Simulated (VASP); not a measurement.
# KYSe2 (P4/mmm) in VASP: settings compared, part 2 of 2

VASP 6.6.1. The steps go on from the part before.

### Step 3. Single point, PBE (biaxial xy strain +5.3%)

INCAR

```
SYSTEM = KYSe2
ALGO = Normal
EDIFF = 1E-6
ENCUT = 520
GGA = PE
ISIF = 2
ISMEAR = -1
LASPH = .True.
LCHARG = .True.
LELF = .True.
LREAL = .False.
LVHAR = .True.
LWAVE = .False.
NBANDS = 24
NELM = 80
PREC = Accurate
SIGMA = 0.02
```

KPOINTS

```
k-points
0
Gamma
  6 6 4
  0 0 0
```

POSCAR

```
KYSe2
1.0
    4.5508529094      0.0000000000      0.0000000000
    0.0000000000      4.5508529094      0.0000000000
    0.0000000000      0.0000000000      5.8682761278
K Se Y
1 2 1
Direct
    0.0000000000      0.0000000000      0.0000000000
    0.0000000000      0.0000000000      0.5000000000
    0.5000000000      0.5000000000      0.0000000000
    0.5000000000      0.5000000000      0.5000000000
```

Potentials or basis: VASP PAW PBE potentials, release 64 (K_sv, Se, Y_sv).

Started as:

```sh
cat potpaw_PBE.64/K_sv/POTCAR potpaw_PBE.64/Se/POTCAR potpaw_PBE.64/Y_sv/POTCAR > POTCAR
mpirun -np 1 vasp_std > vasp.out
```

OUTCAR:

```text
SYSTEM = KYSe2
   EDIFF = 1E-6
   ENCUT = 520
   GGA = PE
   ISIF = 2
   ISMEAR = -1
   LASPH = .True.
   LREAL = .False.
   NELM = 80
   PREC = Accurate

 ion  position               nearest neighbor table
   1  0.000  0.000  0.000-   2 2.93   2 2.93   3 3.22   3 3.22   3 3.22   3 3.22
   2  0.000  0.000  0.500-   1 2.93   1 2.93   4 3.22   4 3.22   4 3.22   4 3.22
   3  0.500  0.500  0.000-   4 2.93   4 2.93   1 3.22   1 3.22   1 3.22   1 3.22
   4  0.500  0.500  0.500-   3 2.93   3 2.93   2 3.22   2 3.22   2 3.22   2 3.22

  LATTYP: Found a simple tetragonal cell.
 ALAT       =     4.5508529094
 C/A-ratio  =     1.2894892990

  Lattice vectors:

 A1 = (   4.5508529094,   0.0000000000,   0.0000000000)
 A2 = (   0.0000000000,   4.5508529094,   0.0000000000)
 A3 = (   0.0000000000,   0.0000000000,   5.8682761278)

Analysis of symmetry for initial positions (statically):
=====================================================================
 Subroutine PRICEL returns:
 Original cell was already a primitive cell.

 Routine SETGRP: Setting up the symmetry group for a
 simple tetragonal supercell.

 Subroutine GETGRP returns: Found 16 space group operations
[... 170 lines left out ...]

 val. band max:        1.3935829693   @ k =   0.0000   0.0000   0.0000
 cond. band min:       2.0653747983   @ k =   0.0000   0.0000   0.0000
 fundamental gap:      0.6717918291
 Fermi energy:         1.7347058345

 k-point     1 :       0.0000    0.0000    0.0000
  band No.  band energies     occupation
      1     -42.1792      2.00000
      2     -26.9398      2.00000
      3     -22.1097      2.00000
      4     -22.1097      2.00000
      5     -21.9551      2.00000
      6     -10.6614      2.00000
[... 637 lines left out ...]
     23       6.9098      0.00000
     24       7.9213      0.00000

 [... further k-points ...]

------------------------ aborting loop because EDIFF is reached ----------------------------------------

  FORCE on cell =-STRESS in cart. coord.  units (eV):
  Direction    XX          YY          ZZ          XY          YZ          ZX
  --------------------------------------------------------------------------------------
  -------------------------------------------------------------------------------------
  Total       -3.1295413     -3.1295413     -0.3026359      0.0000000      0.0000000      0.0000000
  in kB      -41.2567606    -41.2567606     -3.9896511      0.0000000      0.0000000      0.0000000
  external PRESSURE =     -28.8343908 kB  Pullay stress =       0.0000000 kB

 VOLUME and BASIS-vectors are now :
 -----------------------------------------------------------------------------
  energy-cutoff  :      520.00
  volume of cell :      121.53
      direct lattice vectors                 reciprocal lattice vectors
     4.550852909  0.000000000  0.000000000     0.219739029  0.000000000  0.000000000
     0.000000000  4.550852909  0.000000000     0.000000000  0.219739029  0.000000000
     0.000000000  0.000000000  5.868276128     0.000000000  0.000000000  0.170407796

 POSITION                                       TOTAL-FORCE (eV/Angst)
 -----------------------------------------------------------------------------------
      0.00000      0.00000      0.00000         0.000000      0.000000      0.000000
      0.00000      0.00000      2.93414         0.000000      0.000000      0.000000
      2.27543      2.27543      0.00000         0.000000      0.000000      0.000000
      2.27543      2.27543      2.93414         0.000000      0.000000      0.000000
 -----------------------------------------------------------------------------------
    total drift:                                0.000000      0.000000      0.000000

  FREE ENERGIE OF THE ION-ELECTRON SYSTEM (eV)
  ---------------------------------------------------
  free  energy   TOTEN  =       -20.1339998456 eV

  energy  without entropy=      -20.1339998448  energy(sigma->0) =      -20.13399985
```

stdout:

```text
POSCAR found type information on POSCAR K SeY
 POSCAR found :  3 types and       4 ions
 scaLAPACK will be used
 LDA part: xc-table for (Slater+PW92), standard interpolation
 POSCAR, INCAR and KPOINTS ok, starting setup
 FFT: planning ... GRIDC
 FFT: planning ... GRID_SOFT
 FFT: planning ... GRID
 WAVECAR not read
 entering main loop
```

Wall time 54 s (1 thread of Intel Xeon Platinum 8488C (Sapphire Rapids), shared host); peak memory 0.31 GiB.

Results:

```
Free energy            : -20.1340 eV
Pressure               : -2.9 GPa
Band gap on the k mesh : 0.67 eV
```

Levels at points of the mesh, in eV from the valence-band top:
```
           k point  band 13  band 14  band 15  band 16  band 17  band 18  band 19  band 20
(0.00, 0.00, 0.00)    -1.45    -0.17     0.00     0.00     0.67     1.58     2.00     2.13
(0.50, 0.00, 0.00)    -1.43    -1.35    -1.11    -0.46     2.36     2.57     2.68     3.18
(0.50, 0.50, 0.00)    -1.09    -0.58    -0.50    -0.50     1.25     1.25     2.63     2.72
(0.00, 0.00, 0.50)    -1.43    -1.43    -0.52    -0.52     0.76     1.78     2.02     3.32
(0.50, 0.00, 0.50)    -2.16    -2.14    -0.75    -0.61     2.71     3.35     3.37     3.65
(0.50, 0.50, 0.50)    -2.42    -1.37    -1.27    -1.27     2.67     2.76     2.90     2.90
```

Caveat: the cell differs from its parent crystal (biaxial xy strain +5.3%).

### Step 4. Single point, r2SCAN (uniaxial z strain -1.5%)

POSCAR

```
KYSe2
1.0
    4.3197464731      0.0000000000      0.0000000000
    0.0000000000      4.3197464731      0.0000000000
    0.0000000000      0.0000000000      5.7779046755
K Se Y
1 2 1
Direct
    0.0000000000      0.0000000000      0.0000000000
    0.0000000000      0.0000000000      0.5000000000
    0.5000000000      0.5000000000      0.0000000000
    0.5000000000      0.5000000000      0.5000000000
```

INCAR.step1

```
  ALGO = Normal
  EDIFF = 1E-4
  ENCUT = 520
  GGA = PE
  ISMEAR = 0
  LASPH = T
  LCHARG = F
  LREAL = F
  LWAVE = T
  NBANDS = 24
  NELM = 80
  PREC = Accurate
  SIGMA = 0.01
```

INCAR.step2

```
  ALGO = Normal
  EDIFF = 1E-6
  ENCUT = 520
  ISIF = 2
  ISMEAR = 0
  ISTART = 1
  LASPH = T
  LCHARG = F
  LMIXTAU = T
  LREAL = F
  LWAVE = F
  METAGGA = R2SCAN
  NBANDS = 24
  NELM = 80
  PREC = Accurate
  SIGMA = 0.01
```

KPOINTS

```
k-points
0
Gamma
  6 6 4
```

Started as:

```sh
cat potpaw_PBE.64/K_sv/POTCAR potpaw_PBE.64/Se/POTCAR potpaw_PBE.64/Y_sv/POTCAR > POTCAR
cp INCAR.step1 INCAR
mpirun -np 1 vasp_std > vasp.out
cp INCAR.step2 INCAR
mpirun -np 1 vasp_std > vasp.out
```

Run time: 1.9 min. Hardware: 1 thread of Intel Xeon Platinum 8488C (Sapphire Rapids), shared host; peak memory 0.29 GiB.

It converged, with:

| Quantity | Value |
| --- | --- |
| Free energy | -61.8122 eV |
| Pressure | 1.2 GPa |
| Band gap on the k mesh | 0.60 eV |

Stress tensor (GPa, compression positive):
```
0.25 0.00 0.00
0.00 0.25 0.00
0.00 0.00 2.99
```

Levels at points of the mesh, in eV from the valence-band top:
| k point | band 12 | band 13 | band 14 | band 15 | band 16 | band 17 | band 18 | band 19 | band 20 | band 21 |
| --- | --- | --- | --- | --- | --- | --- | --- | --- | --- | --- |
| (0.00, 0.00, 0.00) | -1.85 | -1.85 | -0.36 | 0.00 | 0.00 | 0.60 | 2.33 | 2.51 | 2.51 | 2.54 |
| (0.50, 0.00, 0.00) | -2.77 | -1.75 | -1.62 | -1.56 | -0.61 | 2.86 | 3.13 | 3.29 | 3.78 | 5.29 |
| (0.50, 0.50, 0.00) | -3.08 | -1.27 | -0.92 | -0.65 | -0.65 | 1.30 | 1.30 | 3.24 | 3.55 | 3.90 |
| (0.00, 0.00, 0.50) | -2.16 | -1.86 | -1.86 | -0.51 | -0.51 | 0.70 | 2.35 | 2.67 | 3.86 | 3.86 |
| (0.50, 0.00, 0.50) | -2.98 | -2.82 | -2.51 | -0.91 | -0.89 | 3.34 | 3.95 | 3.99 | 4.25 | 5.22 |
| (0.50, 0.50, 0.50) | -3.03 | -2.72 | -1.79 | -1.43 | -1.43 | 3.22 | 3.22 | 3.39 | 3.59 | 3.91 |

Caveat: the cell differs from its parent crystal (uniaxial z strain -1.5%); the PAW data sets were made with another functional, which shifts forces and pressure a little.

### Step 5. Single point, r2SCAN (biaxial xy strain +5.3%)

POSCAR

```
KYSe2
1.0
    4.5508529094      0.0000000000      0.0000000000
    0.0000000000      4.5508529094      0.0000000000
    0.0000000000      0.0000000000      5.8682761278
K Se Y
1 2 1
Direct
    0.0000000000      0.0000000000      0.0000000000
    0.0000000000      0.0000000000      0.5000000000
    0.5000000000      0.5000000000      0.0000000000
    0.5000000000      0.5000000000      0.5000000000
```

INCAR.step1

```
SYSTEM = KYSe2
PREC = Accurate ; ENCUT = 520
ISMEAR = 0 ; SIGMA = 0.01
LREAL = .FALSE. ; LASPH = .TRUE.
NELM = 100 ; NBANDS = 24
GGA = PE ; ALGO = Normal
EDIFF = 1E-4 ; LWAVE = .TRUE.
LCHARG = .FALSE.
```

INCAR.step2

```
SYSTEM = KYSe2
PREC = Accurate ; ENCUT = 520
EDIFF = 1E-7 ; ISMEAR = 0
SIGMA = 0.01 ; LREAL = .FALSE.
LASPH = .TRUE. ; NELM = 100
ALGO = Normal ; ISIF = 2
LWAVE = .FALSE. ; LCHARG = .FALSE.
METAGGA = R2SCAN ; LMIXTAU = .TRUE.
NBANDS = 24 ; ISTART = 1
```

KPOINTS

```
regular mesh
0
G
  6 6 4
  0 0 0
```

Started as:

```sh
cat potpaw_PBE.64/K_sv/POTCAR potpaw_PBE.64/Se/POTCAR potpaw_PBE.64/Y_sv/POTCAR > POTCAR
cp INCAR.step1 INCAR
mpirun -np 1 vasp_std > vasp.out
cp INCAR.step2 INCAR
mpirun -np 1 vasp_std > vasp.out
```

Run time: 3.2 min. Hardware: 1 thread of Intel Xeon Platinum 8488C (Sapphire Rapids), shared host; peak memory 0.33 GiB.

It converged, with:

```
Free energy            : -61.6171 eV
Pressure               : -3.7 GPa
Band gap on the k mesh : 0.99 eV
```

Stress tensor (GPa, compression positive):
```
-5.03  0.00  0.00
 0.00 -5.03  0.00
 0.00  0.00 -1.08
```

Levels at points of the mesh, in eV from the valence-band top:
```tsv
k point	band 14	band 15	band 16	band 17	band 18	band 19
(0.00, 0.00, 0.00)	-0.20	0.00	0.00	0.99	2.11	2.34
(0.50, 0.00, 0.00)	-1.41	-1.10	-0.45	2.73	2.92	3.07
(0.50, 0.50, 0.00)	-0.60	-0.51	-0.51	1.60	1.60	3.03
(0.00, 0.00, 0.50)	-1.52	-0.49	-0.49	1.09	2.27	2.36
(0.50, 0.00, 0.50)	-2.22	-0.72	-0.61	3.10	3.76	3.77
(0.50, 0.50, 0.50)	-1.38	-1.26	-1.26	3.11	3.16	3.27
```

Caveat: the cell differs from its parent crystal (biaxial xy strain +5.3%); the cell stands under tension; the PAW data sets were made with another functional, which shifts forces and pressure a little. A k mesh can miss the band edges.

### Step 6. The runs side by side

| level | cell | smearing | gap on the mesh (eV) | pressure (GPa) |
| --- | --- | --- | --- | --- |
| PBE | a = 4.320, b = 4.320, c = 5.778 Å, 4 atoms | fermi-dirac 0.02 eV | 0.28 | 1.7 |
| PBE | a = 4.551, b = 4.551, c = 5.868 Å, 4 atoms | fermi-dirac 0.02 eV | 0.67 | -2.9 |
| r2SCAN | a = 4.320, b = 4.320, c = 5.778 Å, 4 atoms | gaussian 0.01 eV | 0.60 | 1.2 |
| r2SCAN | a = 4.551, b = 4.551, c = 5.868 Å, 4 atoms | gaussian 0.01 eV | 0.99 | -3.7 |

Alike in all rows: task single point; potentials or basis VASP PAW PBE potentials, release 64 (K_sv, Se, Y_sv); no spin polarisation; k mesh 6 × 6 × 4; cutoff (eV) 520.

Caveats: the PAW data sets were made with another functional, which shifts forces and pressure a little (at least some runs); the cell stands under tension (at least some runs).

Absolute energies hang on the potentials; compare differences alone.
